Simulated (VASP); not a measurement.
Here is a VASP 6.6.1 calculation.

Contents of INCAR:

```
PREC     = Accurate       # precision mode
ENCUT    = 520            # plane-wave cutoff, eV
EDIFF    = 1E-6           # SCF threshold, eV
ISMEAR   = 0              # smearing method
SIGMA    = 0.02           # smearing width, eV
LREAL    = False          # projectors in reciprocal space
LASPH    = True           # aspherical terms in the spheres
NELM     = 100            # most SCF steps
ALGO     = Normal         # electronic algorithm
ISIF     = 2              # what is computed and relaxed
LWAVE    = False          # write WAVECAR
LCHARG   = False          # write CHGCAR
GGA      = PS             # functional
NBANDS   = 35             # bands
```

The input KPOINTS:

```
Automatic mesh
0
Gamma
  6 6 6
```

File POSCAR:

```
Al2O3
1.0
    2.3868967441      1.3780754777      4.3382033313
   -2.3868967441      1.3780754777      4.3382033313
    0.0000000000     -2.7561509554      4.3382033313
Al O
4 6
Direct
    0.3520791481      0.3520791481      0.3520791481
    0.1479208519      0.1479208519      0.1479208519
    0.6479208519      0.6479208519      0.6479208519
    0.8520791481      0.8520791481      0.8520791481
    0.5558606233      0.9441393767      0.2500000000
    0.2500000000      0.5558606233      0.9441393767
    0.9441393767      0.2500000000      0.5558606233
    0.4441393767      0.0558606233      0.7500000000
    0.7500000000      0.4441393767      0.0558606233
    0.0558606233      0.7500000000      0.4441393767
```

Potentials or basis: VASP PAW PBE potentials, release 64 (Al, O).

Run with:

```console
$ cat potpaw_PBE.64/Al/POTCAR potpaw_PBE.64/O/POTCAR > POTCAR
$ mpirun -np 1 vasp_std > vasp.out
```

Predict the largest force.

0.005 eV/Å.

Predict the band gap on the k mesh.

6.04 eV, direct.

What does it give for the pressure?

0.1 GPa.

Stress tensor (GPa, compression positive):
```
0.10 0.00 0.00
0.00 0.10 0.00
0.00 0.00 0.01
```

Caveat: the PAW data sets were made with another functional, which shifts forces and pressure a little.

**Measured values to compare with.**

From “Multi-petahertz electron interference in Cr:Al2O3 solid-state material”, 2018, pmc:5906618, for a bulk crystal of Al2O3: band gap 8.7 eV (optical).

Measured gap of Al2O3: 8.7 eV (optical; quoted in “Multi-petahertz electron interference in Cr:Al2O3 solid-state material”, 2018, pmc:5906618). This calculation gives 6.04 eV (-2.66 eV). The value is that of PBEsol on a finite k mesh, which can miss the band edges, without temperature or zero-point motion. Semilocal functionals fall short of measured gaps as a rule.
